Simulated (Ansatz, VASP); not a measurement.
**One calculation of Ge, two programs**

```
Ge
1.0
    -2.52653    2.75651    1.49810
     2.52653   -2.75651    1.49810
     2.52653    2.75651   -1.49810
Ge
2
Direct
  0.28578 0.78578 0.50000
  0.46422 0.46422 0.00000
```

Alike in both runs: task single point; functional PBEsol; k mesh 14 × 14 × 14; occupations gaussian, width 0.1 eV; no spin polarisation.

|  | VASP | Ansatz |
| --- | --- | --- |
| version | VASP 6.6.1 | Ansatz 0.2.0 |
| potentials or method | VASP PAW PBE potentials, release 64 (Ge_d), cutoff 520 eV | scalar-relativistic, plane waves, PAW |
| valence electrons in the cell | 28 | 28 |

Ansatz gave:

```
gap on the k mesh at the Fermi level (eV)                     : none
pressure (GPa)                                                : -6.3
traceless stress, the component that is largest in VASP (GPa) : 7.14
rms of the force components (eV/Å)                            : 0.176
```

Task: What did VASP give for the same quantities?

Result: gap on the k mesh at the Fermi level (eV): none; pressure (GPa): -6.4; traceless stress, the component that is largest in VASP (GPa): 7.11; rms of the force components (eV/Å): 0.176.

VASP's potentials were made for PBE, not for PBEsol. Atom by atom the forces differ by 0.001 eV/Å (rms over components). A gap of «none» marks a metal or a gap that the smearing closes. With one functional, cell and mesh, what is left measures potentials, basis and numerics.
